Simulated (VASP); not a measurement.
# NaCl (Fm-3m) in VASP: a series of runs, part 2 of 2

VASP 6.6.1. Earlier steps stand in the parts before.

## (5) Single point, PBE (volume scaled by 1.040)

INCAR reads:

```
SYSTEM = NaCl
PREC = Accurate ; ENCUT = 520
EDIFF = 1E-6 ; ISMEAR = 0
SIGMA = 0.05 ; LREAL = .FALSE.
LASPH = .TRUE. ; NELM = 60
ALGO = Normal ; ISIF = 2
LWAVE = .FALSE. ; LCHARG = .TRUE.
GGA = PE ; LELF = .TRUE.
LVHAR = .TRUE. ; NBANDS = 14
```

KPOINTS reads:

```
Automatic mesh
0
G
  10 10 10
  0 0 0
```

POSCAR reads:

```
NaCl
1.0
    0.0000000000      2.8854253648      2.8854253648
    2.8854253648      0.0000000000      2.8854253648
    2.8854253648      2.8854253648      0.0000000000
Na Cl
1 1
Direct
    0.0000000000      0.0000000000      0.0000000000
    0.5000000000      0.5000000000      0.5000000000
```

Potentials or basis: VASP PAW PBE potentials, release 64 (Na_pv, Cl).

Launch:

```bash
$ cat potpaw_PBE.64/Na_pv/POTCAR potpaw_PBE.64/Cl/POTCAR > POTCAR
$ mpirun -np 1 vasp_std > vasp.out
```

OUTCAR:

```text
SYSTEM = NaCl
   PREC = Accurate
   ENCUT = 520
   EDIFF = 1E-6
   ISMEAR = 0
   LREAL = .FALSE.
   LASPH = .TRUE.
   NELM = 60
   ISIF = 2
   GGA = PE

 ion  position               nearest neighbor table
   1  0.000  0.000  0.000-
   2  0.500  0.500  0.500-

  LATTYP: Found a face centered cubic cell.
 ALAT       =     5.7708507296

  Lattice vectors:

 A1 = (   0.0000000000,   2.8854253648,   2.8854253648)
 A2 = (   2.8854253648,   0.0000000000,   2.8854253648)
 A3 = (   2.8854253648,   2.8854253648,   0.0000000000)

Analysis of symmetry for initial positions (statically):
=====================================================================
 Subroutine PRICEL returns:
 Original cell was already a primitive cell.

 Routine SETGRP: Setting up the symmetry group for a
 face centered cubic supercell.

 Subroutine GETGRP returns: Found 48 space group operations
 (whereof 48 operations were pure point group operations)
 out of a pool of 48 trial point group operations.

The static configuration has the point symmetry O_h .

Analysis of symmetry for dynamics (positions and initial velocities):
=====================================================================
 Subroutine PRICEL returns:
 Original cell was already a primitive cell.

 Routine SETGRP: Setting up the symmetry group for a
 face centered cubic supercell.

 Subroutine GETGRP returns: Found 48 space group operations
 (whereof 48 operations were pure point group operations)
 out of a pool of 48 trial point group operations.

The dynamic configuration has the point symmetry O_h .

 Subroutine INISYM returns: Found 48 space group operations
 (whereof 48 operations are pure point group operations),
 and found     1 'primitive' translations

----------------------------------------------------------------------------------------

                                     Primitive cell

  volume of cell :      48.0463

  direct lattice vectors                    reciprocal lattice vectors
     0.000000000  2.885425365  2.885425365    -0.173284676  0.173284676  0.173284676
     2.885425365  0.000000000  2.885425365     0.173284676 -0.173284676  0.173284676
     2.885425365  2.885425365  0.000000000     0.173284676  0.173284676 -0.173284676

  length of vectors
     4.080607684  4.080607684  4.080607684     0.300137863  0.300137863  0.300137863

  position of ions in fractional coordinates (direct lattice)
     0.000000000  0.000000000  0.000000000
     0.500000000  0.500000000  0.500000000

  ion indices of the primitive-cell ions
   primitive index   ion index
                 1           1
                 2           2

----------------------------------------------------------------------------------------

 KPOINTS: Automatic mesh

Automatic generation of k-mesh.
 Grid dimensions read from file:
 generate k-points for:   10   10   10

 Generating k-lattice:

  Cartesian coordinates                     Fractional coordinates (reciprocal lattice)
    -0.017328468  0.017328468  0.017328468     0.100000000  0.000000000  0.000000000
     0.017328468 -0.017328468  0.017328468     0.000000000  0.100000000  0.000000000
     0.017328468  0.017328468 -0.017328468     0.000000000  0.000000000  0.100000000

  Length of vectors
     0.030013786  0.030013786  0.030013786

  Shift w.r.t. Gamma in fractional coordinates (k-lattice)
     0.000000000  0.000000000  0.000000000

 Subroutine IBZKPT returns following result:
 ===========================================

 Found     47 irreducible k-points:

 Following reciprocal coordinates:
            Coordinates               Weight
  0.000000  0.000000  0.000000      1.000000
  0.100000  0.000000  0.000000      8.000000
  0.200000  0.000000  0.000000      8.000000
  0.300000  0.000000  0.000000      8.000000
  0.400000  0.000000  0.000000      8.000000
  0.500000  0.000000  0.000000      4.000000
[... 16 lines left out ...]
  0.300000  0.300000  0.000000      6.000000
  0.400000  0.300000  0.000000     24.000000
 [... further k-points ...]
   k-points           NKPTS =     47   k-points in BZ     NKDIM =     47   number of bands    NBANDS=     14
   number of dos      NEDOS =    301   number of ions     NIONS =      2
   total plane-waves  NPLWV =  27000
   dimension x,y,z NGX =    30 NGY =   30 NGZ =   30
   dimension x,y,z NGXF=    60 NGYF=   60 NGZF=   60
   ions per type =               1   1
   NGX,Y,Z   is equivalent  to a cutoff of  12.22, 12.22, 12.22 a.u.
   NGXF,Y,Z  is equivalent  to a cutoff of  24.44, 24.44, 24.44 a.u.
 SYSTEM =  NaCl
   PREC   = accura    normal or accurate (medium, high low for compatibility)
   ISTART =      0    job   : 0-new  1-cont  2-samecut
   ICHARG =      2    charge: 1-file 2-atom 10-const
   ISPIN  =      1    spin polarized calculation?
   LNONCOLLINEAR =      F non collinear calculations
   LSORBIT =      F    spin-orbit coupling
   LASPH  =      T    aspherical Exc in radial PAW
   ENCUT  =  520.0 eV  38.22 Ry    6.18 a.u.   7.59  7.59  7.59*2*pi/ulx,y,z
   NELM   =     60;   NELMIN=  2; NELMDL= -5     # of ELM steps
   EDIFF  = 0.1E-05   stopping-criterion for ELM
   LREAL  =      F    real-space projection
   EDIFFG = 0.1E-04   stopping-criterion for IOM
   NSW    =      0    number of steps for IOM
   IBRION =     -1    ionic relax: 0-MD 1-quasi-New 2-CG
   NFREE  =      0    steps in history (QN), initial steepest desc. (CG)
   ISIF   =      2    stress and relaxation
   ISYM   =      2    0-nonsym 1-usesym 2-fastsym
   POTIM  = 0.5000    time-step for ionic-motion
   TEBEG  =    0.0;   TEEND  =   0.0 temperature during run
   PSTRESS=    0.0 pullay stress
   NELECT =      14.0000    total number of electrons
   NUPDOWN=      -1.0000    fix difference up-down
   EMIN   =  10.00;   EMAX   =-10.00  energy-range for DOS
   EFERMI =   0.00;   METHOD = LEGACY
   ISMEAR =     0;   SIGMA  =   0.05  broadening in eV -4-tet -1-fermi 0-gaus
   EFERMI_NEDOS =   21; number of points for ismear=-14 and -15
   IALGO  =     38    algorithm
   IMIX   =      4    mixing-type and parameters
     AMIX     =   0.40;   BMIX     =  1.00
     AMIX_MAG =   1.60;   BMIX_MAG =  1.00
  volume/ion in A,a.u.               =      24.02       162.12
  Fermi-wavevector in a.u.,A,eV,Ry     =   1.085336  2.050988 16.027049  1.177955
  Thomas-Fermi vector in A             =   2.221448
   LORBIT       =      0    0 simple, 1 ext, 2 COOP (PROOUT), +10 PAW based schemes
   GGA     = PE    functional components
   LHFCALC =     F    Hartree Fock is set to
   AEXX    =    0.0000 exact exchange contribution
   IVDW    =     0    specifies the selected vdW correction
   LEPSILON=     F    determine dielectric tensor
   LRPA    =     F    only Hartree local field effects (RPA)
 non-spin polarized calculation
 Gauss-broadening in eV      SIGMA  =   0.05
  energy-cutoff  :      520.00
  volume of cell :       48.05
 maximum number of plane-waves:      1308
   NGX = 15   NGY = 15   NGZ = 15

 number of electron      13.9999997 magnetization

 Free energy of the ion-electron system (eV)
  ---------------------------------------------------
  ext. energy  EPLUGINS =         0.00000000
  ---------------------------------------------------
  free energy    TOTEN  =        -6.77302554 eV

  energy without entropy =       -6.77302554  energy(sigma->0) =       -6.77302554

 E-fermi :  -0.8258     XC(G=0):  -7.8765

 val. band max:       -1.1099576376   @ k =   0.0000   0.0000   0.0000
 cond. band min:       3.7436520165   @ k =   0.0000   0.0000   0.0000
 fundamental gap:      4.8536096542
 Fermi energy:        -0.8257542267

 k-point     1 :       0.0000    0.0000    0.0000
  band No.  band energies     occupation
      1     -22.0710      2.00000
      2     -22.0710      2.00000
      3     -22.0710      2.00000
      4     -13.6240      2.00000
      5      -1.1100      2.00000
      6      -1.1100      2.00000
      7      -1.1100      2.00000
      8       3.7437      0.00000
      9       9.9310      0.00000
     10       9.9310      0.00000
     11       9.9310      0.00000
     12      12.0052      0.00000
     13      12.0052      0.00000
     14      13.4970      0.00000
[... 377 lines left out ...]
      1     -22.0841      2.00000
      2     -22.0760      2.00000
      3     -22.0755      2.00000
      4     -13.3619      2.00000
      5      -2.4178      2.00000
      6      -1.5973      2.00000
      7      -1.5298      2.00000
      8       6.4008      0.00000
      9       7.4992      0.00000
     10       9.0009      0.00000
     11      11.6223      0.00000
     12      12.1068      0.00000
     13      13.8110      0.00000
     14      16.2165      0.00000

 [... further k-points ...]

------------------------ aborting loop because EDIFF is reached ----------------------------------------

  FORCE on cell =-STRESS in cart. coord.  units (eV):
  Direction    XX          YY          ZZ          XY          YZ          ZX
  --------------------------------------------------------------------------------------
  -------------------------------------------------------------------------------------
  Total       -0.2623168     -0.2623168     -0.2623168      0.0000000      0.0000000      0.0000000
  in kB       -8.7473632     -8.7473632     -8.7473632      0.0000000      0.0000000      0.0000000
  external PRESSURE =      -8.7473632 kB  Pullay stress =       0.0000000 kB

 VOLUME and BASIS-vectors are now :
 -----------------------------------------------------------------------------
  energy-cutoff  :      520.00
  volume of cell :       48.05
      direct lattice vectors                 reciprocal lattice vectors
     0.000000000  2.885425365  2.885425365    -0.173284676  0.173284676  0.173284676
     2.885425365  0.000000000  2.885425365     0.173284676 -0.173284676  0.173284676
     2.885425365  2.885425365  0.000000000     0.173284676  0.173284676 -0.173284676

 POSITION                                       TOTAL-FORCE (eV/Angst)
 -----------------------------------------------------------------------------------
      0.00000      0.00000      0.00000         0.000000      0.000000      0.000000
      2.88543      2.88543      2.88543         0.000000     -0.000000      0.000000
 -----------------------------------------------------------------------------------
    total drift:                                0.000000      0.000000      0.000000

  FREE ENERGIE OF THE ION-ELECTRON SYSTEM (eV)
  ---------------------------------------------------
  free  energy   TOTEN  =        -6.7730255391 eV

  energy  without entropy=       -6.7730255391  energy(sigma->0) =       -6.77302554
```

OSZICAR:

```text
N       E                     dE             d eps       ncg     rms          rms(c)
DAV:   1     0.988383007486E+02    0.98838E+02   -0.70489E+03  1322   0.988E+02
DAV:   2     0.166957063644E+01   -0.97169E+02   -0.89141E+02  1450   0.256E+02
DAV:   3    -0.684476401418E+01   -0.85143E+01   -0.84669E+01  1712   0.725E+01
DAV:   4    -0.698334884817E+01   -0.13858E+00   -0.13853E+00  1574   0.997E+00
DAV:   5    -0.698653585144E+01   -0.31870E-02   -0.31868E-02  1702   0.154E+00    0.214E+00
DAV:   6    -0.677885451504E+01    0.20768E+00   -0.35469E-01  1678   0.328E+00    0.158E+00
DAV:   7    -0.676676435299E+01    0.12090E-01   -0.83418E-02  1760   0.160E+00    0.108E+00
DAV:   8    -0.677298507789E+01   -0.62207E-02   -0.10751E-02  1460   0.862E-01    0.287E-01
DAV:   9    -0.677288568708E+01    0.99391E-04   -0.21434E-04  1724   0.111E-01    0.173E-01
DAV:  10    -0.677304039561E+01   -0.15471E-03   -0.43253E-04  1502   0.143E-01    0.800E-02
DAV:  11    -0.677302603324E+01    0.14362E-04   -0.22812E-05  1736   0.396E-02    0.224E-02
DAV:  12    -0.677302553906E+01    0.49418E-06   -0.37178E-06  1544   0.153E-02
   1 F= -.67730255E+01 E0= -.67730255E+01  d E =-.806012E-18
```

It took 26 s on 1 thread of Intel Xeon Platinum 8375C at 2.90GHz (Ice Lake), shared host; peak memory 0.17 GiB.

Results:

- Free energy: -6.7730 eV
- Pressure: -0.9 GPa
- Band gap on the k mesh: 4.85 eV, direct

 A k mesh can miss the band edges.

## (6) Overview

```csv
cell,gap on the mesh (eV),pressure (GPa)
"a = 3.973 Å, angles 60.0°, 2 atoms",5.15,1.0
"a = 4.001 Å, angles 60.0°, 2 atoms",5.07,0.5
"a = 4.054 Å, angles 60.0°, 2 atoms",4.92,-0.5
"a = 4.081 Å, angles 60.0°, 2 atoms",4.85,-0.9
```

Alike in all rows: task single point; level PBE; potentials or basis VASP PAW PBE potentials, release 64 (Na_pv, Cl); no spin polarisation; k mesh 10 × 10 × 10; cutoff (eV) 520; smearing gaussian 0.05 eV.

Absolute energies hang on the potentials; compare differences alone.
